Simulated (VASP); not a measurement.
# AlNi3 (P1) in VASP: a series of runs

AlNi3 is run at these levels: r2SCAN; tasks: single point.

Everything below comes from runs of VASP 6.6.1. Logs are shortened: lines on timing, memory, paths and dates and some standing lists are left out, and cuts for length are marked.

## (1) The cell of the first run

The typed cell holds 4 atoms: a = 3.967 Å, b = 3.965 Å, c = 3.981 Å, α = 59.99°, β = 59.81°, γ = 59.86°.

## (2) Single point, r2SCAN

POSCAR reads:

```
AlNi3
1.0
    0.0091803197      2.8086990902      2.8014686452
    2.8035150590      0.0061289969      2.8045199680
    2.8105818206      2.8188171747     -0.0009377647
Al Ni
1 3
Direct
    0.5179937806      0.4754529908      0.4812022906
    0.2347094222      0.2129657574      0.2359009799
    0.0527018359     -0.0376585175      0.0301498793
    0.7728995969      0.7206613382      0.8016672262
```

INCAR.step1 reads:

```
SYSTEM = AlNi3
ALGO     = Normal         ! electronic algorithm
EDIFF    = 1E-5           ! SCF threshold, eV
ENCUT    = 660            ! plane-wave cutoff, eV
GGA      = PE             ! functional
GGA_COMPAT= .FALSE.      
ISMEAR   = 0              ! smearing method
LASPH    = .TRUE.         ! aspherical terms in the spheres
LCHARG   = .FALSE.        ! write CHGCAR
LREAL    = .FALSE.        ! projectors in reciprocal space
LWAVE    = .TRUE.         ! write WAVECAR
NBANDS   = 24             ! bands
NELM     = 120            ! most SCF steps
PREC     = Accurate       ! precision mode
SIGMA    = 0.1            ! smearing width, eV
```

INCAR.step2 reads:

```
SYSTEM = AlNi3
ALGO     = Normal         ! electronic algorithm
EDIFF    = 1E-6           ! SCF threshold, eV
ENCUT    = 660            ! plane-wave cutoff, eV
GGA_COMPAT= .FALSE.      
ISIF     = 2              ! what is computed and relaxed
ISMEAR   = 0              ! smearing method
ISTART   = 1            
LASPH    = .TRUE.         ! aspherical terms in the spheres
LCHARG   = .TRUE.         ! write CHGCAR
LELF     = .TRUE.         ! ELF
LMIXTAU  = .TRUE.       
LREAL    = .FALSE.        ! projectors in reciprocal space
LVHAR    = .TRUE.       
LWAVE    = .FALSE.        ! write WAVECAR
METAGGA  = R2SCAN         ! meta-GGA
NBANDS   = 24             ! bands
NELM     = 120            ! most SCF steps
PREC     = Accurate       ! precision mode
SIGMA    = 0.1            ! smearing width, eV
```

KPOINTS reads:

```
k-points
0
G
  1 1 1
  0 0 0
```

Potentials or basis: VASP PAW PBE potentials, release 64 (Al, Ni).

On the command line:

```
cat potpaw_PBE.64/Al/POTCAR potpaw_PBE.64/Ni/POTCAR > POTCAR
cp INCAR.step1 INCAR
mpirun -np 1 vasp_gam > vasp.out
cp INCAR.step2 INCAR
mpirun -np 1 vasp_gam > vasp.out
```

OUTCAR:

```text
SYSTEM = AlNi3
   EDIFF = 1E-6
   ENCUT = 660
   ISIF = 2
   ISMEAR = 0
   ISTART = 1
   LASPH = .TRUE.
   LREAL = .FALSE.
   METAGGA = R2SCAN
   NELM = 120
   PREC = Accurate

 ion  position               nearest neighbor table
   1  0.518  0.475  0.481-   4 2.21   2 2.32   2 2.39   4 2.42   2 2.45   4 2.46   2 2.57   3 2.58
                             4 2.67   3 2.71   3 2.76   3 2.88   3 2.91   3 3.05
   2  0.235  0.213  0.236-   3 2.08   1 2.32   1 2.39   1 2.45   3 2.46   4 2.53   1 2.57   3 2.61
                             4 2.61   3 2.66   4 2.70   4 2.95   4 3.03
   3  0.053  0.962  0.030-   2 2.08   4 2.33   4 2.44   2 2.46   4 2.46   4 2.51   1 2.58   2 2.61
                             2 2.66   1 2.71   1 2.76   1 2.88   1 2.91   1 3.05
   4  0.773  0.721  0.802-   1 2.21   3 2.33   1 2.42   3 2.44   3 2.46   1 2.46   3 2.51   2 2.53
                             2 2.61   1 2.67   2 2.70   2 2.95   2 3.03

  LATTYP: Found a triclinic cell.
 ALAT       =     3.9670015664
 B/A-ratio  =     0.9996175526
 C/A-ratio  =     0.9988661435
 COS(alpha) =     0.0003545688
 COS(beta)  =     0.4959977987
 COS(gamma) =     0.5021730876

  Lattice vectors:

 A1 = (  -0.0091803197,  -2.8086990902,  -2.8014686452)
 A2 = (  -2.8035150590,  -0.0061289969,  -2.8045199680)
 A3 = (   2.8014015009,   0.0101180845,  -2.8024064099)

Analysis of symmetry for initial positions (statically):
=====================================================================
 Subroutine PRICEL returns:
 Original cell was already a primitive cell.

 Routine SETGRP: Setting up the symmetry group for a
 triclinic supercell.

 Subroutine GETGRP returns: Found  1 space group operations
 (whereof  1 operations were pure point group operations)
 out of a pool of  2 trial point group operations.

The static configuration has the point symmetry C_1 .

Analysis of symmetry for dynamics (positions and initial velocities):
=====================================================================
 Subroutine PRICEL returns:
 Original cell was already a primitive cell.

 Routine SETGRP: Setting up the symmetry group for a
 triclinic supercell.

 Subroutine GETGRP returns: Found  1 space group operations
 (whereof  1 operations were pure point group operations)
 out of a pool of  2 trial point group operations.

The dynamic configuration has the point symmetry C_1 .

 Subroutine INISYM returns: Found  1 space group operations
 (whereof  1 operations are pure point group operations),
 and found     1 'primitive' translations

----------------------------------------------------------------------------------------

                                     Primitive cell

  volume of cell :      44.1645

  direct lattice vectors                    reciprocal lattice vectors
     0.009180320  2.808699090  2.801468645    -0.178999642  0.178536081  0.178545330
     2.803515059  0.006128997  2.804519968     0.178864398 -0.178282565  0.178156571
     2.810581821  2.818817175 -0.000937765     0.177968219  0.177251142 -0.178291814

  length of vectors
     3.967001566  3.965484397  3.980590574     0.309506767  0.309058101  0.308023741

  position of ions in fractional coordinates (direct lattice)
     0.517993781  0.475452991  0.481202291
     0.234709422  0.212965757  0.235900980
     0.052701836  0.962341483  0.030149879
     0.772899597  0.720661338  0.801667226

  ion indices of the primitive-cell ions
   primitive index   ion index
                 1           1
                 2           2
                 3           3
                 4           4

----------------------------------------------------------------------------------------

 KPOINTS: k-points

Automatic generation of k-mesh.
 Grid dimensions read from file:
 generate k-points for:    1    1    1

 Generating k-lattice:

  Cartesian coordinates                     Fractional coordinates (reciprocal lattice)
    -0.178999642  0.178536081  0.178545330     1.000000000  0.000000000  0.000000000
     0.178864398 -0.178282565  0.178156571     0.000000000  1.000000000  0.000000000
     0.177968219  0.177251142 -0.178291814    -0.000000000  0.000000000  1.000000000

  Length of vectors
     0.309506767  0.309058101  0.308023741

  Shift w.r.t. Gamma in fractional coordinates (k-lattice)
     0.000000000  0.000000000  0.000000000

 Subroutine IBZKPT returns following result:
 ===========================================

 Found      1 irreducible k-points:

 Following reciprocal coordinates:
            Coordinates               Weight
  0.000000  0.000000  0.000000      1.000000
   k-points           NKPTS =      1   k-points in BZ     NKDIM =      1   number of bands    NBANDS=     24
   number of dos      NEDOS =    301   number of ions     NIONS =      4
   total plane-waves  NPLWV =  46656
   dimension x,y,z NGX =    36 NGY =   36 NGZ =   36
   dimension x,y,z NGXF=    72 NGYF=   72 NGZF=   72
   ions per type =               1   3
   NGX,Y,Z   is equivalent  to a cutoff of  15.09, 15.09, 15.04 a.u.
   NGXF,Y,Z  is equivalent  to a cutoff of  30.17, 30.18, 30.07 a.u.
 SYSTEM =  AlNi3
   PREC   = accura    normal or accurate (medium, high low for compatibility)
   ISTART =      1    job   : 0-new  1-cont  2-samecut
   ICHARG =      0    charge: 1-file 2-atom 10-const
   ISPIN  =      1    spin polarized calculation?
   LNONCOLLINEAR =      F non collinear calculations
   LSORBIT =      F    spin-orbit coupling
   LASPH  =      T    aspherical Exc in radial PAW
   ENCUT  =  660.0 eV  48.51 Ry    6.96 a.u.   8.31  8.31  8.34*2*pi/ulx,y,z
   NELM   =    120;   NELMIN=  2; NELMDL=  0     # of ELM steps
   EDIFF  = 0.1E-05   stopping-criterion for ELM
   LREAL  =      F    real-space projection
   EDIFFG = 0.1E-04   stopping-criterion for IOM
   NSW    =      0    number of steps for IOM
   IBRION =     -1    ionic relax: 0-MD 1-quasi-New 2-CG
   NFREE  =      0    steps in history (QN), initial steepest desc. (CG)
   ISIF   =      2    stress and relaxation
   ISYM   =      2    0-nonsym 1-usesym 2-fastsym
   POTIM  = 0.5000    time-step for ionic-motion
   TEBEG  =    0.0;   TEEND  =   0.0 temperature during run
   PSTRESS=    0.0 pullay stress
   NELECT =      33.0000    total number of electrons
   NUPDOWN=      -1.0000    fix difference up-down
   EMIN   =  10.00;   EMAX   =-10.00  energy-range for DOS
   EFERMI =   0.00;   METHOD = LEGACY
   ISMEAR =     0;   SIGMA  =   0.10  broadening in eV -4-tet -1-fermi 0-gaus
   EFERMI_NEDOS =   21; number of points for ismear=-14 and -15
   IALGO  =     38    algorithm
   IMIX   =      4    mixing-type and parameters
     AMIX     =   0.40;   BMIX     =  1.00
     AMIX_MAG =   1.60;   BMIX_MAG =  1.00
  volume/ion in A,a.u.               =      11.04        74.51
  Fermi-wavevector in a.u.,A,eV,Ry     =   1.485553  2.807289 30.026276  2.206869
  Thomas-Fermi vector in A             =   2.598951
   LORBIT       =      0    0 simple, 1 ext, 2 COOP (PROOUT), +10 PAW based schemes
   METAGGA = R2SCAN    functional components
   LHFCALC =     F    Hartree Fock is set to
   AEXX    =    0.0000 exact exchange contribution
   IVDW    =     0    specifies the selected vdW correction
   LEPSILON=     F    determine dielectric tensor
   LRPA    =     F    only Hartree local field effects (RPA)
 non-spin polarized calculation
 Gauss-broadening in eV      SIGMA  =   0.10
  energy-cutoff  :      660.00
  volume of cell :       44.16
 maximum number of plane-waves:       847
 NGX is ok and might be reduce to    36
   NGX = 17   NGY = 17   NGZ = 17

 number of electron      32.9999999 magnetization

 Free energy of the ion-electron system (eV)
  ---------------------------------------------------
  ext. energy  EPLUGINS =         0.00000000
  ---------------------------------------------------
  free energy    TOTEN  =       -37.39282908 eV

  energy without entropy =      -37.32978636  energy(sigma->0) =      -37.36130772

 E-fermi :  15.3325     XC(G=0): -13.6088

 val. band max:       10.1197053613   @ k =   0.0000   0.0000   0.0000
 cond. band min:      15.3359789629   @ k =   0.0000   0.0000   0.0000
 fundamental gap:      5.2162736016
 Fermi energy:        15.3325278952

 k-point     1 :       0.0000    0.0000    0.0000
  band No.  band energies     occupation
      1      -0.7923      2.00000
      2       6.2715      2.00000
      3       6.3913      2.00000
      4       6.6998      2.00000
      5       6.8577      2.00000
      6       7.0514      2.00000
[... 16 lines left out ...]
     23      17.7603      0.00000
     24      18.9707      0.00000

------------------------ aborting loop because EDIFF is reached ----------------------------------------

  FORCE on cell =-STRESS in cart. coord.  units (eV):
  Direction    XX          YY          ZZ          XY          YZ          ZX
  --------------------------------------------------------------------------------------
  -------------------------------------------------------------------------------------
  Total        1.7710738      4.5536335      1.9448144     -2.9511104      5.8851174     -3.9664135
  in kB       64.2500745    165.1943003     70.5529449   -107.0588186    213.4971656   -143.8914452
  external PRESSURE =      99.9991066 kB  Pullay stress =       0.0000000 kB

 VOLUME and BASIS-vectors are now :
 -----------------------------------------------------------------------------
  energy-cutoff  :      660.00
  volume of cell :       44.16
      direct lattice vectors                 reciprocal lattice vectors
     0.009180320  2.808699090  2.801468645    -0.178999642  0.178536081  0.178545330
     2.803515059  0.006128997  2.804519968     0.178864398 -0.178282565  0.178156571
     2.810581821  2.818817175 -0.000937765     0.177968219  0.177251142 -0.178291814

 POSITION                                       TOTAL-FORCE (eV/Angst)
 -----------------------------------------------------------------------------------
      2.69015      2.81422      2.78411         0.812125      1.222957     -0.799789
      1.26223      1.32550      1.25458         0.887680     -0.297519      0.182609
      2.78316      0.23891      2.84652        -2.217406     -0.544172     -0.145225
      4.28063      4.43501      4.18561         0.517601     -0.381266      0.762405
 -----------------------------------------------------------------------------------
    total drift:                                0.001503     -0.001017     -0.000602

  FREE ENERGIE OF THE ION-ELECTRON SYSTEM (eV)
  ---------------------------------------------------
  free  energy   TOTEN  =       -37.3928290794 eV

  energy  without entropy=      -37.3297863571  energy(sigma->0) =      -37.36130772
```

It took 29 s on 1 thread of Intel Xeon Platinum 8488C (Sapphire Rapids), shared host; peak memory 0.21 GiB.

What came out:

```yaml
Free_energy: -37.3928 eV
Pressure: 10.0 GPa
Largest_force: 2.288 eV/Å
Band_gap_on_the_k_mesh: zero (an odd number of electrons rules out a gap without spin polarisation)
```

Forces in eV/Å, atoms in the order of the input:
```
Al   0.812  1.223 -0.800
Ni   0.888 -0.298  0.183
Ni  -2.217 -0.544 -0.145
Ni   0.518 -0.381  0.762
```

Stress tensor (GPa, compression positive):
```
  6.43 -10.71 -14.39
-10.71  16.52  21.35
-14.39  21.35   7.06
```

Levels at points of the mesh, in eV from the Fermi level:
| k point | band 14 | band 15 | band 16 | band 17 | band 18 | band 19 |
| --- | --- | --- | --- | --- | --- | --- |
| (0.00, 0.00, 0.00) | -5.34 | -5.31 | -5.21 | 0.00 | 0.15 | 0.51 |

Caveat: the k points lie up to 1.94 Å⁻¹ apart, too coarse for converged energies and pressures of a metal; the PAW data sets were made with another functional, which shifts forces and pressure a little.

## (3) Single point, r2SCAN

POSCAR is that of step 2.

INCAR.step1 reads:

```
SYSTEM = AlNi3
  PREC = Accurate
  ENCUT = 660
  ISMEAR = 0
  SIGMA = 0.1
  LREAL = .FALSE.
  LASPH = .TRUE.
  NELM = 120
  NBANDS = 24
  GGA = PE
  ALGO = Normal
  EDIFF = 1E-5
  LWAVE = .TRUE.
  LCHARG = .FALSE.
  GGA_COMPAT = .FALSE.
```

INCAR.step2 reads:

```
SYSTEM = AlNi3
  PREC = Accurate
  ENCUT = 660
  EDIFF = 1E-6
  ISMEAR = 0
  SIGMA = 0.1
  LREAL = .FALSE.
  LASPH = .TRUE.
  NELM = 120
  ALGO = Normal
  ISIF = 2
  LWAVE = .FALSE.
  LCHARG = .TRUE.
  METAGGA = R2SCAN
  LMIXTAU = .TRUE.
  LELF = .TRUE.
  LVHAR = .TRUE.
  NBANDS = 24
  ISTART = 1
  GGA_COMPAT = .FALSE.
```

KPOINTS reads:

```
regular mesh
0
G
  2 2 2
  0 0 0
```

Potentials or basis: VASP PAW PBE potentials, release 64 (Al, Ni).

On the command line:

```
cat potpaw_PBE.64/Al/POTCAR potpaw_PBE.64/Ni/POTCAR > POTCAR
cp INCAR.step1 INCAR
mpirun -np 1 vasp_std > vasp.out
cp INCAR.step2 INCAR
mpirun -np 1 vasp_std > vasp.out
```

Wall time 59 s (1 thread of Intel Xeon Platinum 8488C (Sapphire Rapids), shared host); peak memory 0.22 GiB.

It converged, with:

| Property | Result |
| --- | --- |
| Free energy | -43.0876 eV |
| Pressure | 9.0 GPa |
| Largest force | 3.175 eV/Å |
| Band gap on the k mesh | zero (an odd number of electrons rules out a gap without spin polarisation) |

Forces on the atoms (eV/Å):
```
Al   1.028  1.053 -1.024
Ni   1.457  1.569  2.068
Ni  -1.481 -2.051 -1.918
Ni  -1.004 -0.570  0.873
```

Stress tensor (GPa, compression positive):
```
11.22  2.12  1.82
 2.12  5.69  2.77
 1.82  2.77 10.01
```

Levels at points of the mesh, in eV from the Fermi level:
```
           k point  band 13  band 14  band 15  band 16  band 17  band 18  band 19  band 20
(0.00, 0.00, 0.00)    -0.64    -0.44    -0.37    -0.33     5.72     5.86     6.09     6.52
(0.50, 0.00, 0.00)    -0.81    -0.45    -0.38    -0.28     0.09     4.09     4.39     5.69
(0.00, 0.50, 0.00)    -0.66    -0.51    -0.41    -0.18     0.13     3.96     4.49     5.71
(0.50, 0.50, 0.00)    -0.63    -0.45    -0.43    -0.33    -0.17     0.07     0.49     4.56
(0.00, 0.00, 0.50)    -0.83    -0.46    -0.44    -0.36    -0.04     4.32     4.45     5.55
(0.50, 0.00, 0.50)    -0.64    -0.54    -0.48    -0.42    -0.23    -0.01     0.40     4.75
(0.00, 0.50, 0.50)    -0.66    -0.51    -0.49    -0.16    -0.07     0.08     0.44     4.63
(0.50, 0.50, 0.50)    -0.50    -0.46    -0.17     0.00     0.21     4.28     4.78     5.45
```

Caveat: the k points lie up to 0.97 Å⁻¹ apart, too coarse for converged energies and pressures of a metal; the PAW data sets were made with another functional, which shifts forces and pressure a little. Spin polarisation is off, so any magnetic state and its effect on volume and gap are missing.

## (4) Single point, r2SCAN

POSCAR is that of step 3.

INCAR.step1 reads:

```
PREC = Accurate ; ENCUT = 660
ISMEAR = 0 ; SIGMA = 0.1
LREAL = False ; LASPH = True
NELM = 120 ; NBANDS = 24
GGA = PE ; ALGO = Normal
EDIFF = 1E-5 ; LWAVE = True
LCHARG = False ; GGA_COMPAT = False
```

INCAR.step2 reads:

```
PREC = Accurate ; ENCUT = 660
EDIFF = 1E-6 ; ISMEAR = 0
SIGMA = 0.1 ; LREAL = False
LASPH = True ; NELM = 120
ALGO = Normal ; ISIF = 2
LWAVE = False ; LCHARG = False
METAGGA = R2SCAN ; LMIXTAU = True
NBANDS = 24 ; ISTART = 1
GGA_COMPAT = False
```

KPOINTS reads:

```
regular mesh
0
Gamma
  4 4 4
```

On the command line:

```
cat potpaw_PBE.64/Al/POTCAR potpaw_PBE.64/Ni/POTCAR > POTCAR
cp INCAR.step1 INCAR
mpirun -np 1 vasp_std > vasp.out
cp INCAR.step2 INCAR
mpirun -np 1 vasp_std > vasp.out
```

It took 2.9 min on 1 thread of Intel Xeon Platinum 8488C (Sapphire Rapids), shared host; peak memory 0.24 GiB.

It converged, with:

```
Free energy            : -43.3163 eV
Pressure               : 8.7 GPa
Largest force          : 3.760 eV/Å
Band gap on the k mesh : zero (an odd number of electrons rules out a gap without spin polarisation)
```

Forces on the atoms (eV/Å):
```
Al   1.028  1.004 -0.962
Ni   1.797  2.362  2.309
Ni  -1.530 -2.442 -2.096
Ni  -1.294 -0.924  0.749
```

Stress tensor (GPa, compression positive):
```
9.19 3.86 2.77
3.86 8.58 4.45
2.77 4.45 8.25
```

Levels at points of the mesh, in eV from the Fermi level:
| k point | band 13 | band 14 | band 15 | band 16 | band 17 | band 18 | band 19 | band 20 |
| --- | --- | --- | --- | --- | --- | --- | --- | --- |
| (0.00, 0.00, 0.00) | -0.84 | -0.61 | -0.55 | -0.53 | 5.39 | 5.54 | 5.78 | 6.17 |
| (0.50, 0.00, 0.00) | -0.98 | -0.60 | -0.52 | -0.44 | -0.11 | 3.77 | 4.08 | 5.38 |
| (0.00, 0.50, 0.00) | -0.84 | -0.62 | -0.55 | -0.32 | -0.03 | 3.63 | 4.17 | 5.39 |
| (0.50, 0.50, 0.00) | -0.85 | -0.64 | -0.64 | -0.52 | -0.32 | -0.09 | 0.28 | 4.29 |
| (0.00, 0.00, 0.50) | -1.01 | -0.61 | -0.57 | -0.53 | -0.22 | 4.01 | 4.15 | 5.25 |
| (0.50, 0.00, 0.50) | -0.88 | -0.73 | -0.65 | -0.61 | -0.37 | -0.18 | 0.19 | 4.48 |
| (0.00, 0.50, 0.50) | -0.88 | -0.71 | -0.66 | -0.35 | -0.23 | -0.07 | 0.22 | 4.35 |
| (0.50, 0.50, 0.50) | -0.63 | -0.62 | -0.34 | -0.14 | 0.11 | 3.96 | 4.45 | 5.13 |

Caveat: the k points lie up to 0.49 Å⁻¹ apart, too coarse for converged energies and pressures of a metal; the PAW data sets were made with another functional, which shifts forces and pressure a little.

[end of part 1 of 2]

The gap in the log of VASP goes by the Fermi energy; the results here count the filled bands.